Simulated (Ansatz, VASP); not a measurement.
# One calculation of CsTa2, two programs

```
Cs Ta
1.0
    -0.00318    0.00245   -2.98679
    -2.53758   -4.39174    0.00045
    -7.66203    4.42212   -0.01271
Cs Ta
2 4
Direct
  0.74987 0.00000 0.99912
  0.25013 0.50001 0.50087
  0.74949 0.50012 0.84045
  0.74778 0.00009 0.32665
  0.25046 0.99988 0.65953
  0.25227 0.49991 0.17337
```

Change from the starting cell: cell x2, atoms moved at random (sigma 0.15 Å) and cell strained at random (1.5 %), then relaxed without symmetry.

Alike in both runs: functional PBE; k mesh 8 × 4 × 4; occupations gaussian, width 0.2 eV; no spin polarisation.

Ansatz relaxed the structure, and its values are those at the end. VASP's run is a single point on that final structure, the one shown.

|  | VASP | Ansatz |
| --- | --- | --- |
| version | VASP 6.6.1 | Ansatz 0.2.0 |
| potentials or method | VASP PAW PBE potentials, release 64 (Cs_sv, Ta_pv), cutoff 520 eV | scalar-relativistic, plane waves, PAW |
| valence electrons in the cell | 62 | 70 |

|  | VASP | Ansatz | Ansatz less VASP |
| --- | --- | --- | --- |
| gap on the k mesh at the Fermi level (eV) | none | none | - |
| pressure (GPa) | 1.2 | 0.0 | -1.19 |
| rms of the force components (eV/Å) | 0.017 | 0.003 | -0.0134 |

A gap of «none» marks a metal or a gap that the smearing closes. VASP's potentials hold 62 valence electrons a cell and Ansatz's 70, so a difference there can come from the potentials and not from the codes.

Spin-orbit coupling is off throughout.
